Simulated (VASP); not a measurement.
# Re2Au (I4/mmm) in VASP: notebook, part 2 of 2

VASP 6.6.1.

## Step 4: Relaxation of cell and atoms, PBE

Input file INCAR:

```
SYSTEM = Re2Au
PREC     = Accurate       ! precision mode
ENCUT    = 600            ! plane-wave cutoff, eV
EDIFF    = 1E-6           ! SCF threshold, eV
ISMEAR   = 0              ! smearing method
SIGMA    = 0.1            ! smearing width, eV
LREAL    = .FALSE.        ! projectors in reciprocal space
LASPH    = .TRUE.         ! aspherical terms in the spheres
NELM     = 100            ! most SCF steps
ALGO     = Normal         ! electronic algorithm
ISIF     = 3              ! what is computed and relaxed
LWAVE    = .FALSE.        ! write WAVECAR
LCHARG   = .FALSE.        ! write CHGCAR
GGA      = PE             ! functional
IBRION   = 2              ! ionic algorithm
NSW      = 90             ! ionic steps
EDIFFG   = -0.04          ! ionic threshold
```

Input file KPOINTS:

```
regular mesh
0
G
  8 8 8
  0 0 0
```

Input file POSCAR:

```
Re2Au
1.0
   -1.6670449156      1.6670449156      4.0894695585
    1.6670449156     -1.6670449156      4.0894695585
    1.6670449156      1.6670449156     -4.0894695585
Re Au
2 1
Direct
    0.6650000000      0.6650000000      0.0000000000
    0.3350000000      0.3350000000      0.0000000000
    0.0000000000      0.0000000000      0.0000000000
```

Potentials or basis: VASP PAW PBE potentials, release 64 (Re, Au).

Command:

```console
> cat potpaw_PBE.64/Re/POTCAR potpaw_PBE.64/Au/POTCAR > POTCAR
> mpirun -np 1 vasp_std > vasp.out
```

OUTCAR:

```text
SYSTEM = Re2Au
   PREC = Accurate
   ENCUT = 600
   EDIFF = 1E-6
   ISMEAR = 0
   LREAL = .FALSE.
   LASPH = .TRUE.
   NELM = 100
   ISIF = 3
   GGA = PE
   IBRION = 2
   NSW = 90
   EDIFFG = -0.04

 ion  position               nearest neighbor table
   1  0.665  0.665  0.000-   2 2.70   3 2.72   3 2.72   3 2.72   3 2.72   2 2.74   2 2.74   2 2.74
                             2 2.74   3 2.74
   2  0.335  0.335  0.000-   1 2.70   3 2.72   3 2.72   3 2.72   3 2.72   1 2.74   1 2.74   1 2.74
                             1 2.74   3 2.74
   3  0.000  0.000  0.000-   1 2.72   1 2.72   1 2.72   2 2.72   1 2.72   2 2.72   2 2.72   2 2.72
                             1 2.74   2 2.74

  LATTYP: Found a body centered tetragonal cell.
 ALAT       =     3.3340898312
 C/A-ratio  =     2.4531250000

  Lattice vectors:

 A1 = (  -1.6670449156,   1.6670449156,   4.0894695585)
 A2 = (   1.6670449156,  -1.6670449156,   4.0894695585)
 A3 = (   1.6670449156,   1.6670449156,  -4.0894695585)

Analysis of symmetry for initial positions (statically):
=====================================================================
 Subroutine PRICEL returns:
 Original cell was already a primitive cell.

 Routine SETGRP: Setting up the symmetry group for a
 body centered tetragonal supercell.

[... 274 lines left out ...]
  ---------------------------------------------------
  free  energy   TOTEN  =       -26.5316783998 eV

  energy  without entropy=      -26.5213176484  energy(sigma->0) =      -26.52649802

[... ionic steps 4 to 9 ...]

--------------------------------------- Ionic step       10  -------------------------------------------

 number of electron      25.0000000 magnetization

------------------------ aborting loop because EDIFF is reached ----------------------------------------
[... 69 lines left out ...]
--------------------------------------- Ionic step       12  -------------------------------------------

 number of electron      25.0000000 magnetization

 Free energy of the ion-electron system (eV)
  ---------------------------------------------------
  ext. energy  EPLUGINS =         0.00000000
  ---------------------------------------------------
  free energy    TOTEN  =       -26.73805056 eV

  energy without entropy =      -26.72808396  energy(sigma->0) =      -26.73306726

 E-fermi :   8.5764     XC(G=0): -13.2022

 val. band max:        8.5714459944   @ k =  -0.3750  -0.3750   0.2500
 cond. band min:       8.6050262882   @ k =   0.5000   0.5000   0.3750
 fundamental gap:      0.0335802938
 Fermi energy:         8.5763521632

 k-point     1 :       0.0000    0.0000    0.0000
  band No.  band energies     occupation
      1      -1.5968      2.00000
      2       2.6044      2.00000
      3       2.6324      2.00000
      4       3.1336      2.00000
      5       3.9007      2.00000
      6       3.9458      2.00000
[... 433 lines left out ...]
      3       2.3465      2.00000
      4       2.7309      2.00000
      5       3.3746      2.00000
      6       4.3050      2.00000
[... 8 lines left out ...]
     15      10.0021      0.00000
     16      11.2338      0.00000

 [... further k-points ...]
[... 5 lines left out ...]
  --------------------------------------------------------------------------------------
  -------------------------------------------------------------------------------------
  Total        0.0364642      0.0364642      0.0129335      0.0000000      0.0000000      0.0000000
  in kB        1.2186877      1.2186877      0.4322564      0.0000000      0.0000000      0.0000000
  external PRESSURE =       0.9565439 kB  Pullay stress =       0.0000000 kB
[... 18 lines left out ...]
  FREE ENERGIE OF THE ION-ELECTRON SYSTEM (eV)
  ---------------------------------------------------
  free  energy   TOTEN  =       -26.7380505571 eV

  energy  without entropy=      -26.7280839593  energy(sigma->0) =      -26.73306726

 reached required accuracy - stopping structural energy minimisation
```

OSZICAR:

```text
N       E                     dE             d eps       ncg     rms          rms(c)
DAV:   1     0.991212186264E+02    0.99121E+02   -0.13423E+04  3768   0.199E+03
DAV:   2    -0.222941387662E+02   -0.12142E+03   -0.11876E+03  3056   0.411E+02
[... 101 lines left out ...]
  11 F= -.26737221E+02 E0= -.26732170E+02  d E =0.333115E-03
       N       E                     dE             d eps       ncg     rms          rms(c)
DAV:   1    -0.267390548653E+02   -0.18335E-02   -0.22463E-01  3248   0.956E+00    0.471E-01
DAV:   2    -0.267382112100E+02    0.84366E-03   -0.66901E-03  3440   0.128E+00    0.273E-01
DAV:   3    -0.267380779317E+02    0.13328E-03   -0.61254E-04  3608   0.548E-01    0.921E-02
DAV:   4    -0.267380501916E+02    0.27740E-04   -0.11142E-04  3288   0.107E-01    0.236E-02
DAV:   5    -0.267380505571E+02   -0.36552E-06   -0.64126E-06  2088   0.560E-02
  12 F= -.26738051E+02 E0= -.26733067E+02  d E =-.496849E-03
```

CONTCAR:

```text
Re2Au
   1.00000000000000
    -1.6400998289465183    1.6400998289465183    4.4553707621735841
     1.6400998289465183   -1.6400998289465183    4.4553707621735841
     1.6400998289465183    1.6400998289465183   -4.4553707621735841
  Re              Au
     2     1
Direct
     0.6816462407996589    0.6816462407996589    0.0000000000000000
     0.3183537592003413    0.3183537592003413    0.0000000000000000
     0.0000000000000000    0.0000000000000000    0.0000000000000000

  0.00000000E+00  0.00000000E+00  0.00000000E+00
  0.00000000E+00  0.00000000E+00  0.00000000E+00
  0.00000000E+00  0.00000000E+00  0.00000000E+00
```

Wall time 4.9 min (1 thread of Intel Xeon 6975P-C (Granite Rapids), shared host); peak memory 0.28 GiB.

What came out:

| Property | Result |
| --- | --- |
| Free energy | -26.7381 eV |
| Relaxed volume | 15.98 Å³/atom |
| Relaxed cell | a = 5.023 Å, b = 5.023 Å, c = 5.023 Å, α = 141.88°, β = 141.88°, γ = 55.00° |
| Space group after relaxing (to 0.05 Å) | I4/mmm (No. 139) |
| Energy gained by relaxing | 132.8 meV/atom |
| Ionic steps | 12 |
| Pressure after relaxing | 0.1 GPa |
| Largest force after relaxing | 0.007 eV/Å |

Forces on the atoms (eV/Å):
```
Re   0.000  0.000  0.007
Re   0.000  0.000 -0.007
Au   0.000  0.000  0.000
```

The path:
```
step  energy change (eV)  largest force (eV/Å)  pressure (GPa)  volume (Å³)
   1              0.0000                1.4903           13.73        45.46
   2              0.4086                1.6032          -28.89        54.44
   3             -0.1921                1.2308           -6.45        48.38
   4             -0.1932                1.2280           -5.35        48.18
   5             -0.3616                0.5109            3.09        47.00
   6             -0.3683                0.2211            6.10        46.69
   7             -0.3728                0.2686           -3.82        49.15
   8             -0.3980                0.0893            0.61        47.91
   9             -0.3980                0.0820            0.70        47.88
  10             -0.3980                0.0774            0.79        47.86
  11             -0.3977                0.1126           -0.94        48.05
  12             -0.3985                0.0070            0.10        47.94
```

Final structure:
```yaml
crystal:
  lattice:
    - [-1.64010, 1.64010, 4.45537]
    - [1.64010, -1.64010, 4.45537]
    - [1.64010, 1.64010, -4.45537]
  atoms:
    - { symbol: Re, position: [0.68165, 0.68165, 0.00000] }
    - { symbol: Re, position: [0.31835, 0.31835, 0.00000] }
    - { symbol: Au, position: [0.00000, 0.00000, 0.00000] }
```

Caveat: spin-orbit coupling is left out, which moves the levels of the heavy elements.

## Step 5: Single point, PBE

This run uses another cell than the first one, of 16.01 Å³/atom, 1.057 times its volume.

Input file INCAR:

```
SYSTEM = Re2Au
PREC = Accurate ; ENCUT = 520
EDIFF = 1E-7 ; ISMEAR = 0
SIGMA = 0.1 ; LREAL = .False.
LASPH = .True. ; NELM = 80
ALGO = Fast ; ISIF = 2
LWAVE = .False. ; LCHARG = .False.
GGA = PE ; NBANDS = 20
```

Input file KPOINTS:

```
regular mesh
0
Gamma
  20 20 20
  0 0 0
```

Input file POSCAR:

```
Re2Au
1.0
   -1.6436983708      1.6436983708      4.4449477106
    1.6436983708     -1.6436983708      4.4449477106
    1.6436983708      1.6436983708     -4.4449477106
Re Au
2 1
Direct
    0.6815418115      0.6815418115      0.0000000000
    0.3184581885      0.3184581885      0.0000000000
    0.0000000000      0.0000000000      0.0000000000
```

Potentials or basis: VASP PAW PBE potentials, release 64 (Re, Au).

Command:

```console
> cat potpaw_PBE.64/Re/POTCAR potpaw_PBE.64/Au/POTCAR > POTCAR
> mpirun -np 1 vasp_std > vasp.out
```

OUTCAR:

```text
SYSTEM = Re2Au
   PREC = Accurate
   ENCUT = 520
   EDIFF = 1E-7
   ISMEAR = 0
   LREAL = .False.
   LASPH = .True.
   NELM = 80
   ISIF = 2
   GGA = PE

 ion  position               nearest neighbor table
   1  0.682  0.682  0.000-   2 2.62   2 2.62   2 2.62   2 2.62   3 2.83   3 2.83   3 2.83   3 2.83
                             3 2.83   2 3.23
   2  0.318  0.318  0.000-   1 2.62   1 2.62   1 2.62   1 2.62   3 2.83   3 2.83   3 2.83   3 2.83
                             3 2.83   1 3.23
   3  0.000  0.000  0.000-   2 2.83   1 2.83   1 2.83   2 2.83   1 2.83   2 2.83   2 2.83   1 2.83
                             1 2.83   2 2.83

  LATTYP: Found a body centered tetragonal cell.
 ALAT       =     3.2873967416
 C/A-ratio  =     2.7042356369

  Lattice vectors:

 A1 = (  -1.6436983708,   1.6436983708,   4.4449477106)
 A2 = (   1.6436983708,  -1.6436983708,   4.4449477106)
 A3 = (   1.6436983708,   1.6436983708,  -4.4449477106)

Analysis of symmetry for initial positions (statically):
=====================================================================
 Subroutine PRICEL returns:
 Original cell was already a primitive cell.

 Routine SETGRP: Setting up the symmetry group for a
 body centered tetragonal supercell.

[... 165 lines left out ...]
  ---------------------------------------------------
  free energy    TOTEN  =       -26.73795684 eV

  energy without entropy =      -26.72876864  energy(sigma->0) =      -26.73336274

 E-fermi :   8.5691     XC(G=0): -13.1911

 val. band max:        8.5623126363   @ k =  -0.3000   0.3500   0.0500
 cond. band min:       8.5719297362   @ k =  -0.1500   0.2500   0.1500
 fundamental gap:      0.0096170998
 Fermi energy:         8.5691414951

 k-point     1 :       0.0000    0.0000    0.0000
  band No.  band energies     occupation
      1      -1.6084      2.00000
      2       2.5965      2.00000
      3       2.6316      2.00000
      4       3.1319      2.00000
      5       3.8645      2.00000
      6       3.9277      2.00000
[... 541 lines left out ...]
     19      16.1501      0.00000
     20      17.3285      0.00000

 [... further k-points ...]
[... 5 lines left out ...]
  --------------------------------------------------------------------------------------
  -------------------------------------------------------------------------------------
  Total       -0.2562880     -0.2562880     -0.1353362      0.0000000      0.0000000      0.0000000
  in kB       -8.5480682     -8.5480682     -4.5139190      0.0000000      0.0000000      0.0000000
  external PRESSURE =      -7.2033518 kB  Pullay stress =       0.0000000 kB

 VOLUME and BASIS-vectors are now :
 -----------------------------------------------------------------------------
  energy-cutoff  :      520.00
  volume of cell :       48.04
      direct lattice vectors                 reciprocal lattice vectors
    -1.643698371  1.643698371  4.444947711     0.000000000  0.304192064  0.112487263
     1.643698371 -1.643698371  4.444947711     0.304192064  0.000000000  0.112487263
     1.643698371  1.643698371 -4.444947711     0.304192064  0.304192064  0.000000000

 POSITION                                       TOTAL-FORCE (eV/Angst)
 -----------------------------------------------------------------------------------
      0.00000      0.00000      6.05884        -0.000000     -0.000000      0.087872
      0.00000      0.00000      2.83106        -0.000000     -0.000000     -0.087872
      0.00000      0.00000      0.00000         0.000000      0.000000      0.000000
 -----------------------------------------------------------------------------------
    total drift:                               -0.000000     -0.000000      0.000000

  FREE ENERGIE OF THE ION-ELECTRON SYSTEM (eV)
  ---------------------------------------------------
  free  energy   TOTEN  =       -26.7379568441 eV

  energy  without entropy=      -26.7287686449  energy(sigma->0) =      -26.73336274
```

OSZICAR:

```text
N       E                     dE             d eps       ncg     rms          rms(c)
DAV:   1     0.937771819904E+02    0.93777E+02   -0.12061E+04 50912   0.141E+03
DAV:   2    -0.242797859939E+02   -0.11806E+03   -0.11025E+03 42828   0.374E+02
DAV:   3    -0.286280791756E+02   -0.43483E+01   -0.41638E+01 45212   0.918E+01
DAV:   4    -0.286941434428E+02   -0.66064E-01   -0.65614E-01 42816   0.725E+00
DAV:   5    -0.286953137874E+02   -0.11703E-02   -0.11695E-02 41560   0.175E+00    0.366E+01
RMM:   6    -0.271393922041E+02    0.15559E+01   -0.27462E+00 36197   0.213E+01    0.167E+01
RMM:   7    -0.267419498931E+02    0.39744E+00   -0.86701E-01 32319   0.199E+01    0.287E+00
RMM:   8    -0.267430603558E+02   -0.11105E-02   -0.68880E-01 39101   0.477E+00    0.176E+00
RMM:   9    -0.267383181520E+02    0.47422E-02   -0.32050E-02 36804   0.216E+00    0.924E-01
RMM:  10    -0.267381227876E+02    0.19536E-03   -0.81744E-03 39862   0.572E-01    0.162E-01
RMM:  11    -0.267379594924E+02    0.16330E-03   -0.81261E-04 37834   0.330E-01    0.833E-02
RMM:  12    -0.267379491665E+02    0.10326E-04   -0.28487E-04 37647   0.210E-01    0.882E-03
RMM:  13    -0.267379566512E+02   -0.74848E-05   -0.70718E-05 40497   0.551E-02    0.989E-03
RMM:  14    -0.267379570465E+02   -0.39527E-06   -0.10020E-05 37874   0.225E-02    0.423E-03
RMM:  15    -0.267379568131E+02    0.23340E-06   -0.14343E-06 28266   0.127E-02    0.596E-03
RMM:  16    -0.267379568441E+02   -0.30988E-07   -0.39931E-07 26544   0.145E-02
   1 F= -.26737957E+02 E0= -.26733363E+02  d E =-.918820E-02
```

stdout:

```text
POSCAR found type information on POSCAR ReAu
 POSCAR found :  2 types and       3 ions
 scaLAPACK will be used
 LDA part: xc-table for (Slater+PW92), standard interpolation
 POSCAR, INCAR and KPOINTS ok, starting setup
 FFT: planning ... GRIDC
 FFT: planning ... GRID_SOFT
 FFT: planning ... GRID
 WAVECAR not read
 entering main loop
WARNING in EDDRMM: call to ZHEGV failed, returncode =   8  4     18
WARNING in EDDRMM: call to ZHEGV failed, returncode =   8  4     19
```

It took 11 min on 1 thread of Intel Xeon 6975P-C (Granite Rapids), shared host; peak memory 0.75 GiB.

What came out:

```yaml
Free_energy: -26.7380 eV
Pressure: -0.7 GPa
Largest_force: 0.088 eV/Å
```

Forces in eV/Å, atoms in the order of the input:
```
Re   0.000  0.000  0.088
Re   0.000  0.000 -0.088
Au   0.000  0.000  0.000
```

Caveat: spin-orbit coupling is left out, which moves the levels of the heavy elements.

## Step 6: Summary

```tsv
task	cell	k mesh	cutoff (eV)	gap on the mesh (eV)	pressure (GPa)	largest force (eV/Å)
single point	a = 4.720 Å, angles 138.6, 138.6, 59.9°, 3 atoms	8 × 8 × 8	520	none	13.6	1.49
single point	a = 5.012 Å, angles 141.7, 141.7, 55.3°, 3 atoms	8 × 8 × 8	520	none	-0.7	0.10
relaxation of cell and atoms	relaxed from a = 4.720 Å, angles 138.6, 138.6, 59.9°, 3 atoms	8 × 8 × 8	600	none	0.1	0.01
single point	a = 5.016 Å, angles 141.7, 141.7, 55.2°, 3 atoms	20 × 20 × 20	520	none	-0.7	0.09
```

Alike in all rows: level PBE; potentials or basis VASP PAW PBE potentials, release 64 (Re, Au); no spin polarisation; smearing gaussian 0.1 eV.

Caveats: spin-orbit coupling is left out, which moves the levels of the heavy elements; forces of over 1 eV/Å act on the atoms, so gaps and moduli don't describe the material at rest (some runs).

Absolute energies hang on the potentials; compare differences alone.
